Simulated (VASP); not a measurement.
# CaO (Fm-3m) in VASP: further runs, part 2 of 3

VASP 6.6.1. The steps go on from the part before.

## 4. Single point, PBEsol

Input file INCAR:

```
PREC = Accurate
ENCUT = 600
EDIFF = 1E-6
ISMEAR = 0
SIGMA = 0.02
LREAL = False
LASPH = True
NELM = 120
ALGO = Normal
ISIF = 2
LWAVE = False
LCHARG = False
GGA = PS
NBANDS = 15
GGA_COMPAT = False
```

Input file KPOINTS:

```
Automatic mesh
0
Gamma
  10 10 10
```

Input file POSCAR:

```
CaO
1.0
    0.0000000000      2.2322311871      2.2322311871
    2.2322311871      0.0000000000      2.2322311871
    2.2322311871      2.2322311871      0.0000000000
Ca O
1 1
Direct
    0.0000000000      0.0000000000      0.0000000000
    0.5000000000      0.5000000000      0.5000000000
```

Potentials or basis: VASP PAW PBE potentials, release 64 (Ca_sv, O).

Run with:

```bash
$ cat potpaw_PBE.64/Ca_sv/POTCAR potpaw_PBE.64/O/POTCAR > POTCAR
$ mpirun -np 1 vasp_std > vasp.out
```

OUTCAR:

```text
PREC = Accurate
   ENCUT = 600
   EDIFF = 1E-6
   ISMEAR = 0
   LREAL = False
   LASPH = True
   NELM = 120
   ISIF = 2
   GGA = PS

 ion  position               nearest neighbor table
   1  0.000  0.000  0.000-   2 2.23   2 2.23   2 2.23   2 2.23   2 2.23   2 2.23
   2  0.500  0.500  0.500-   1 2.23   1 2.23   1 2.23   1 2.23   1 2.23   1 2.23

  LATTYP: Found a face centered cubic cell.
 ALAT       =     4.4644623742

  Lattice vectors:

 A1 = (   0.0000000000,   2.2322311871,   2.2322311871)
 A2 = (   2.2322311871,   0.0000000000,   2.2322311871)
 A3 = (   2.2322311871,   2.2322311871,   0.0000000000)

Analysis of symmetry for initial positions (statically):
=====================================================================
 Subroutine PRICEL returns:
 Original cell was already a primitive cell.

 Routine SETGRP: Setting up the symmetry group for a
 face centered cubic supercell.

 Subroutine GETGRP returns: Found 48 space group operations
 (whereof 48 operations were pure point group operations)
 out of a pool of 48 trial point group operations.

The static configuration has the point symmetry O_h .

Analysis of symmetry for dynamics (positions and initial velocities):
=====================================================================
 Subroutine PRICEL returns:
 Original cell was already a primitive cell.

 Routine SETGRP: Setting up the symmetry group for a
 face centered cubic supercell.

 Subroutine GETGRP returns: Found 48 space group operations
 (whereof 48 operations were pure point group operations)
 out of a pool of 48 trial point group operations.

The dynamic configuration has the point symmetry O_h .

 Subroutine INISYM returns: Found 48 space group operations
 (whereof 48 operations are pure point group operations),
 and found     1 'primitive' translations

----------------------------------------------------------------------------------------

                                     Primitive cell

  volume of cell :      22.2458

  direct lattice vectors                    reciprocal lattice vectors
     0.000000000  2.232231187  2.232231187    -0.223991136  0.223991136  0.223991136
     2.232231187  0.000000000  2.232231187     0.223991136 -0.223991136  0.223991136
     2.232231187  2.232231187  0.000000000     0.223991136  0.223991136 -0.223991136

  length of vectors
     3.156851619  3.156851619  3.156851619     0.387964028  0.387964028  0.387964028

  position of ions in fractional coordinates (direct lattice)
     0.000000000  0.000000000  0.000000000
     0.500000000  0.500000000  0.500000000

  ion indices of the primitive-cell ions
   primitive index   ion index
                 1           1
                 2           2

----------------------------------------------------------------------------------------

 KPOINTS: Automatic mesh

Automatic generation of k-mesh.
 Grid dimensions read from file:
 generate k-points for:   10   10   10

 Generating k-lattice:

  Cartesian coordinates                     Fractional coordinates (reciprocal lattice)
    -0.022399114  0.022399114  0.022399114     0.100000000  0.000000000  0.000000000
     0.022399114 -0.022399114  0.022399114     0.000000000  0.100000000  0.000000000
     0.022399114  0.022399114 -0.022399114     0.000000000  0.000000000  0.100000000
[... 40 lines left out ...]
   number of dos      NEDOS =    301   number of ions     NIONS =      2
   total plane-waves  NPLWV =  21952
   dimension x,y,z NGX =    28 NGY =   28 NGZ =   28
   dimension x,y,z NGXF=    56 NGYF=   56 NGZF=   56
   ions per type =               1   1
   NGX,Y,Z   is equivalent  to a cutoff of  14.75, 14.75, 14.75 a.u.
   NGXF,Y,Z  is equivalent  to a cutoff of  29.49, 29.49, 29.49 a.u.
 SYSTEM =  unknown system
   PREC   = accura    normal or accurate (medium, high low for compatibility)
   ISTART =      0    job   : 0-new  1-cont  2-samecut
   ICHARG =      2    charge: 1-file 2-atom 10-const
   ISPIN  =      1    spin polarized calculation?
   LNONCOLLINEAR =      F non collinear calculations
   LSORBIT =      F    spin-orbit coupling
   LASPH  =      T    aspherical Exc in radial PAW
   ENCUT  =  600.0 eV  44.10 Ry    6.64 a.u.   6.31  6.31  6.31*2*pi/ulx,y,z
   NELM   =    120;   NELMIN=  2; NELMDL= -5     # of ELM steps
   EDIFF  = 0.1E-05   stopping-criterion for ELM
   LREAL  =      F    real-space projection
   EDIFFG = 0.1E-04   stopping-criterion for IOM
   NSW    =      0    number of steps for IOM
   IBRION =     -1    ionic relax: 0-MD 1-quasi-New 2-CG
   NFREE  =      0    steps in history (QN), initial steepest desc. (CG)
   ISIF   =      2    stress and relaxation
   ISYM   =      2    0-nonsym 1-usesym 2-fastsym
   POTIM  = 0.5000    time-step for ionic-motion
   TEBEG  =    0.0;   TEEND  =   0.0 temperature during run
   PSTRESS=    0.0 pullay stress
   NELECT =      16.0000    total number of electrons
   NUPDOWN=      -1.0000    fix difference up-down
   EMIN   =  10.00;   EMAX   =-10.00  energy-range for DOS
   EFERMI =   0.00;   METHOD = LEGACY
   ISMEAR =     0;   SIGMA  =   0.02  broadening in eV -4-tet -1-fermi 0-gaus
   EFERMI_NEDOS =   21; number of points for ismear=-14 and -15
   IALGO  =     38    algorithm
   IMIX   =      4    mixing-type and parameters
     AMIX     =   0.40;   BMIX     =  1.00
     AMIX_MAG =   1.60;   BMIX_MAG =  1.00
  volume/ion in A,a.u.               =      11.12        75.06
  Fermi-wavevector in a.u.,A,eV,Ry     =   1.466782  2.771817 29.272258  2.151450
  Thomas-Fermi vector in A             =   2.582479
   LORBIT       =      0    0 simple, 1 ext, 2 COOP (PROOUT), +10 PAW based schemes
   GGA     = PS    functional components
   LHFCALC =     F    Hartree Fock is set to
   AEXX    =    0.0000 exact exchange contribution
   IVDW    =     0    specifies the selected vdW correction
   LEPSILON=     F    determine dielectric tensor
   LRPA    =     F    only Hartree local field effects (RPA)
 non-spin polarized calculation
 Gauss-broadening in eV      SIGMA  =   0.02
  energy-cutoff  :      600.00
  volume of cell :       22.25
 maximum number of plane-waves:       757
 NGX is ok and might be reduce to    28
   NGX = 13   NGY = 13   NGZ = 13

 number of electron      16.0000000 magnetization

 Free energy of the ion-electron system (eV)
  ---------------------------------------------------
  ext. energy  EPLUGINS =         0.00000000
  ---------------------------------------------------
  free energy    TOTEN  =       -12.93368197 eV

  energy without entropy =      -12.93368197  energy(sigma->0) =      -12.93368197

 E-fermi :   3.7805     XC(G=0): -11.8854

 val. band max:        3.6255056189   @ k =   0.0000   0.0000   0.0000
 cond. band min:       6.9220039072   @ k =   0.5000   0.5000   0.0000
 fundamental gap:      3.2964982884
 Fermi energy:         3.7805368750

 k-point     1 :       0.0000    0.0000    0.0000
  band No.  band energies     occupation
      1     -33.0066      2.00000
      2     -13.5809      2.00000
      3     -13.5809      2.00000
      4     -13.5809      2.00000
      5     -12.2496      2.00000
      6       3.6255      2.00000
      7       3.6255      2.00000
      8       3.6255      2.00000
      9      10.2127      0.00000
     10      10.2506      0.00000
     11      10.2506      0.00000
     12      10.2506      0.00000
     13      12.2258      0.00000
     14      12.2258      0.00000
[... 401 lines left out ...]
      2     -15.1232      2.00000
      3     -14.0123      2.00000
      4     -13.9448      2.00000
      5     -11.2636      2.00000
      6       1.7970      2.00000
      7       3.0380      2.00000
      8       3.1552      2.00000
      9       7.7907      0.00000
     10      13.0386      0.00000
     11      13.6817      0.00000
     12      13.9256      0.00000
     13      14.0220      0.00000
     14      16.5830      0.00000
     15      22.3236      0.00000

 [... further k-points ...]

------------------------ aborting loop because EDIFF is reached ----------------------------------------

  FORCE on cell =-STRESS in cart. coord.  units (eV):
  Direction    XX          YY          ZZ          XY          YZ          ZX
  --------------------------------------------------------------------------------------
  -------------------------------------------------------------------------------------
  Total        5.0485898      5.0485898      5.0485898      0.0000000      0.0000000      0.0000000
  in kB      363.6077738    363.6077738    363.6077738      0.0000000      0.0000000      0.0000000
  external PRESSURE =     363.6077738 kB  Pullay stress =       0.0000000 kB

 VOLUME and BASIS-vectors are now :
 -----------------------------------------------------------------------------
  energy-cutoff  :      600.00
  volume of cell :       22.25
      direct lattice vectors                 reciprocal lattice vectors
     0.000000000  2.232231187  2.232231187    -0.223991136  0.223991136  0.223991136
     2.232231187  0.000000000  2.232231187     0.223991136 -0.223991136  0.223991136
     2.232231187  2.232231187  0.000000000     0.223991136  0.223991136 -0.223991136

 POSITION                                       TOTAL-FORCE (eV/Angst)
 -----------------------------------------------------------------------------------
      0.00000      0.00000      0.00000        -0.000000      0.000000      0.000000
      2.23223      2.23223      2.23223         0.000000     -0.000000     -0.000000
 -----------------------------------------------------------------------------------
    total drift:                                0.000000      0.000000      0.000000

  FREE ENERGIE OF THE ION-ELECTRON SYSTEM (eV)
  ---------------------------------------------------
  free  energy   TOTEN  =       -12.9336819750 eV

  energy  without entropy=      -12.9336819750  energy(sigma->0) =      -12.93368197
```

OSZICAR:

```text
N       E                     dE             d eps       ncg     rms          rms(c)
DAV:   1     0.135207657224E+03    0.13521E+03   -0.93028E+03  1410   0.126E+03
DAV:   2    -0.913218852995E+01   -0.14434E+03   -0.13334E+03  1732   0.320E+02
DAV:   3    -0.144335589358E+02   -0.53014E+01   -0.52664E+01  1663   0.636E+01
DAV:   4    -0.145720646976E+02   -0.13851E+00   -0.13837E+00  1944   0.900E+00
DAV:   5    -0.145744692586E+02   -0.24046E-02   -0.24045E-02  1663   0.105E+00    0.832E+00
DAV:   6    -0.130090728313E+02    0.15654E+01   -0.39276E+00  1656   0.219E+01    0.310E+00
DAV:   7    -0.129519202995E+02    0.57153E-01   -0.31583E-01  1705   0.644E+00    0.171E+00
DAV:   8    -0.129350862783E+02    0.16834E-01   -0.64376E-02  1866   0.266E+00    0.394E-01
DAV:   9    -0.129334160558E+02    0.16702E-02   -0.49089E-03  1578   0.698E-01    0.989E-02
DAV:  10    -0.129337075242E+02   -0.29147E-03   -0.45841E-04  1606   0.256E-01    0.379E-02
DAV:  11    -0.129336823854E+02    0.25139E-04   -0.41159E-05  1887   0.916E-02    0.577E-03
DAV:  12    -0.129336819750E+02    0.41040E-06   -0.55400E-06  1613   0.232E-02
   1 F= -.12933682E+02 E0= -.12933682E+02  d E =-.271777E-30
```

Run time: 16 s. Hardware: 1 thread of Intel Xeon Platinum 8259CL at 2.50GHz (Skylake/Cascade Lake), shared host; peak memory 0.17 GiB.

What came out:

```
Free energy            : -12.9337 eV
Pressure               : 36.4 GPa
Band gap on the k mesh : 3.30 eV (least direct gap 3.57 eV)
```

Caveat: the cell stands under pressure; the PAW data sets were made with another functional, which shifts forces and pressure a little. A k mesh can miss the band edges.

[end of part 2 of 3]
